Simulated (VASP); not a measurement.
Input of a VASP 6.6.1 run:

INCAR

```
  ALGO = Normal
  EDIFF = 1E-6
  ENCUT = 600
  GGA = PS
  GGA_COMPAT = False
  ISIF = 2
  ISMEAR = 0
  LASPH = True
  LCHARG = False
  LREAL = False
  LWAVE = False
  NBANDS = 11
  NELM = 120
  PREC = Accurate
  SIGMA = 0.01
```

Contents of KPOINTS:

```
k-points
0
Gamma
  10 10 10
```

The input POSCAR:

```
BN
1.0
    0.0000000000      1.7580515623      1.7580515623
    1.7580515623      0.0000000000      1.7580515623
    1.7580515623      1.7580515623      0.0000000000
B N
1 1
Direct
    0.0000000000      0.0000000000      0.0000000000
    0.2500000000      0.2500000000      0.2500000000
```

Potentials or basis: VASP PAW PBE potentials, release 64 (B, N).

Command:

```sh
$ cat potpaw_PBE.64/B/POTCAR potpaw_PBE.64/N/POTCAR > POTCAR
$ mpirun -np 1 vasp_std > vasp.out
```

**Question.** Estimate the pressure.

**Answer.** 34.0 GPa.

**Question.** Predict the band gap on the k mesh.

**Answer.** 4.36 eV, indirect (least direct gap 9.15 eV).

Caveat: the PAW data sets were made with another functional, which shifts forces and pressure a little. A k mesh can miss the band edges.
